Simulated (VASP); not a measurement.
A run of VASP 6.6.1 is set up as follows.

File INCAR:

```
SYSTEM = Li2Nb
PREC = Accurate
ENCUT = 520
EDIFF = 1E-6
ISMEAR = 0
SIGMA = 0.1
LREAL = .False.
LASPH = .True.
NELM = 100
ALGO = Normal
ISIF = 2
LWAVE = .False.
LCHARG = .True.
GGA = PE
LELF = .True.
LVHAR = .True.
NBANDS = 16
```

File KPOINTS:

```
regular mesh
0
Gamma
  9 9 4
  0 0 0
```

Contents of POSCAR:

```
Li2Nb
1.0
    2.7768284118      0.0000000000      0.0000000000
   -1.3884142059      2.4048039465      0.0000000000
    0.0000000000      0.0000000000      8.4317657928
Li Nb
2 1
Direct
    0.0000000000      0.0000000000      0.1645628738
    0.0000000000      0.0000000000      0.8354371262
    0.0000000000      0.0000000000      0.5000000000
```

Potentials or basis: VASP PAW PBE potentials, release 64 (Li_sv, Nb_sv).

Run with:

```sh
$ cat potpaw_PBE.64/Li_sv/POTCAR potpaw_PBE.64/Nb_sv/POTCAR > POTCAR
$ mpirun -np 1 vasp_std > vasp.out
```

(1) What does it give for the largest force?

Results:

(1) 0.007 eV/Å.
